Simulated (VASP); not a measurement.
# Si24O47 (a cell with a defect) in VASP: a series of runs, part 2 of 2

VASP 6.6.1. The steps go on from the part before.

## (3) Single point, PBEsol

File INCAR:

```
ALGO = Normal
EDIFF = 1E-7
ENCUT = 520
GGA = PS
ISIF = 2
ISMEAR = -1
LASPH = True
LCHARG = False
LREAL = Auto
LWAVE = False
NBANDS = 230
NELECT = 376.0
NELM = 80
PREC = Accurate
SIGMA = 0.05
```

File KPOINTS:

```
k-points
0
Gamma
  1 1 1
```

File POSCAR:

```
Si24O47
1.0
    8.3886930000      0.0000000000      0.0000000000
    0.0000000000      8.3886930000      0.0000000000
    0.0000000000      0.0000000000      8.0356430000
Si O
24 47
Direct
    0.9979100000      0.0027300000      0.0001100000
    0.0029400000      0.9977000000      0.3303400000
    0.0029300000      0.9976900000      0.6698900000
    0.0010700000      0.4997100000      0.0001200000
    0.0019600000      0.5010100000      0.3341600000
    0.0019700000      0.5010200000      0.6660700000
    0.5009400000      0.9995600000      0.0001100000
    0.4996100000      0.9986700000      0.3341600000
    0.4996200000      0.9986900000      0.6660700000
    0.5008400000      0.4998000000      0.0001100000
    0.4888400000      0.5118200000      0.3161000000
    0.4888100000      0.5118000000      0.6841400000
    0.2514100000      0.2483300000      0.1662200000
    0.2519500000      0.2499600000      0.5001200000
    0.2514100000      0.2483300000      0.8340100000
    0.2466800000      0.7539600000      0.1650400000
    0.2421400000      0.7585100000      0.5001200000
    0.2466900000      0.7539700000      0.8351900000
    0.7492100000      0.2514200000      0.1670700000
    0.7713000000      0.2293300000      0.5001200000
    0.7492100000      0.2514200000      0.8331600000
    0.7523100000      0.7492200000      0.1662300000
    0.7506900000      0.7487000000      0.5001100000
    0.7523100000      0.7492200000      0.8340100000
    0.1530800000      0.1524600000      0.0001100000
    0.1551300000      0.1534200000      0.3335500000
    0.1551300000      0.1534200000      0.6666700000
    0.1504000000      0.6552900000      0.0001100000
    0.1573400000      0.6519600000      0.3352100000
    0.1573500000      0.6519700000      0.6650000000
    0.6524500000      0.1547700000      0.0001100000
    0.6510700000      0.1596100000      0.3396700000
    0.6511100000      0.1595700000      0.6605300000
    0.6535600000      0.6525200000      0.0000900000
    0.6528300000      0.6460500000      0.3345800000
    0.6528500000      0.6460000000      0.6656300000
    0.3481100000      0.3470700000      0.0001500000
    0.3546400000      0.3477800000      0.3346000000
    0.3546000000      0.3478000000      0.6656500000
    0.3453600000      0.8502300000      0.0001200000
    0.3486700000      0.8432900000      0.3352300000
    0.3486800000      0.8433000000      0.6650200000
    0.8458600000      0.3481800000      0.0001100000
    0.8410800000      0.3495200000      0.3397000000
    0.8410500000      0.3495700000      0.6605600000
    0.8481900000      0.8475700000      0.0001200000
    0.8472200000      0.8455100000      0.3335600000
    0.8472100000      0.8455100000      0.6666900000
    0.0978100000      0.4021700000      0.1684100000
    0.0985400000      0.4022100000      0.5001200000
    0.0978300000      0.4021600000      0.8318200000
    0.0968700000      0.9037600000      0.1665700000
    0.0974000000      0.9032400000      0.5001200000
    0.0968700000      0.9037800000      0.8336700000
    0.5953500000      0.4053200000      0.1679000000
    0.5953100000      0.4053000000      0.8323300000
    0.5984700000      0.9028100000      0.1684100000
    0.5984400000      0.9021100000      0.5001100000
    0.5984700000      0.9028200000      0.8318200000
    0.4045400000      0.0966500000      0.1678800000
    0.4021800000      0.0951500000      0.5001100000
    0.4045700000      0.0967000000      0.8323400000
    0.3988200000      0.6018700000      0.1592000000
    0.4227100000      0.5779400000      0.5001200000
    0.3987600000      0.6018100000      0.8410400000
    0.9021200000      0.0985300000      0.1692000000
    0.9102500000      0.0903800000      0.5001200000
    0.9021100000      0.0985300000      0.8310500000
    0.9039400000      0.5960600000      0.1678900000
    0.9054900000      0.5984600000      0.5001200000
    0.9039900000      0.5960900000      0.8323700000
```

Potentials or basis: VASP PAW PBE potentials, release 64 (Si, O).

Started as:

```bash
> cat potpaw_PBE.64/Si/POTCAR potpaw_PBE.64/O/POTCAR > POTCAR
> mpirun -np 1 vasp_gam > vasp.out
```

It took 2.2 min on 1 thread of Intel Xeon Platinum 8375C at 2.90GHz (Ice Lake), shared host; peak memory 0.51 GiB.

The run converged. Its results:

```yaml
Free_energy: -594.1423 eV
Largest_force: 0.082 eV/Å
```

Forces on the atoms (eV/Å):
```
Si   0.009 -0.008  0.002
Si  -0.001  0.000  0.048
Si   0.000  0.002 -0.047
Si   0.014 -0.012 -0.001
Si   0.004 -0.003 -0.007
Si   0.004 -0.003  0.011
Si   0.010 -0.011  0.002
Si   0.005 -0.002 -0.010
Si   0.006 -0.005  0.007
Si  -0.039  0.039  0.004
Si  -0.021  0.018  0.016
Si  -0.018  0.020 -0.020
Si  -0.006  0.002  0.003
Si  -0.010 -0.010 -0.002
Si  -0.007  0.005  0.000
Si   0.008 -0.012 -0.008
Si   0.004 -0.008 -0.002
Si   0.006 -0.012  0.009
Si   0.008 -0.003 -0.001
Si   0.002  0.002 -0.001
Si   0.008 -0.003  0.002
Si  -0.003  0.007 -0.002
Si   0.008  0.008  0.003
Si  -0.002  0.006 -0.001
O   -0.024 -0.016  0.001
O   -0.011 -0.009  0.004
O   -0.011 -0.011 -0.002
O   -0.021 -0.014  0.002
O   -0.008 -0.009  0.010
O   -0.009 -0.009 -0.008
O   -0.005 -0.021  0.002
O    0.003 -0.012  0.011
O   -0.001 -0.008 -0.004
O    0.002  0.005  0.002
O   -0.016 -0.006  0.011
O   -0.018 -0.003 -0.006
O   -0.001  0.000 -0.004
O    0.004  0.021  0.004
O    0.007  0.018 -0.007
O    0.015  0.024 -0.002
O    0.009  0.009  0.011
O    0.007  0.009 -0.011
O    0.022  0.005  0.001
O    0.009  0.002  0.005
O    0.009 -0.005 -0.009
O    0.015  0.019  0.001
O    0.011  0.013  0.001
O    0.010  0.013 -0.005
O    0.014 -0.005 -0.003
O    0.013 -0.005 -0.001
O    0.010 -0.002  0.004
O    0.013 -0.014 -0.004
O   -0.015  0.011 -0.001
O    0.014 -0.017  0.001
O    0.041 -0.041 -0.007
O    0.044 -0.044  0.007
O    0.003 -0.011 -0.002
O    0.003 -0.012  0.002
O    0.002 -0.011  0.000
O   -0.007  0.015  0.007
O   -0.014  0.023  0.002
O   -0.007  0.011 -0.007
O   -0.041  0.037 -0.013
O    0.058 -0.058  0.000
O   -0.038  0.042  0.013
O   -0.030  0.026  0.004
O    0.031 -0.034  0.000
O   -0.028  0.025 -0.008
O   -0.014  0.009  0.005
O   -0.021  0.014 -0.001
O   -0.018  0.007 -0.011
```

Levels at points of the mesh, in eV from the Fermi level:
| k point | band 184 | band 185 | band 186 | band 187 | band 188 | band 189 | band 190 | band 191 | band 192 | band 193 |
| --- | --- | --- | --- | --- | --- | --- | --- | --- | --- | --- |
| (0.00, 0.00, 0.00) | -2.26 | -2.25 | -2.06 | -2.04 | -1.21 | 1.56 | 4.51 | 4.56 | 4.69 | 5.30 |

Caveat: the k points lie up to 0.78 Å⁻¹ apart; the cell carries a net charge on a neutralising background, which shifts energy and pressure; the cell is charged against a uniform background, so pressure and absolute levels hang on convention; the PAW data sets were made with another functional, which shifts forces and pressure a little.
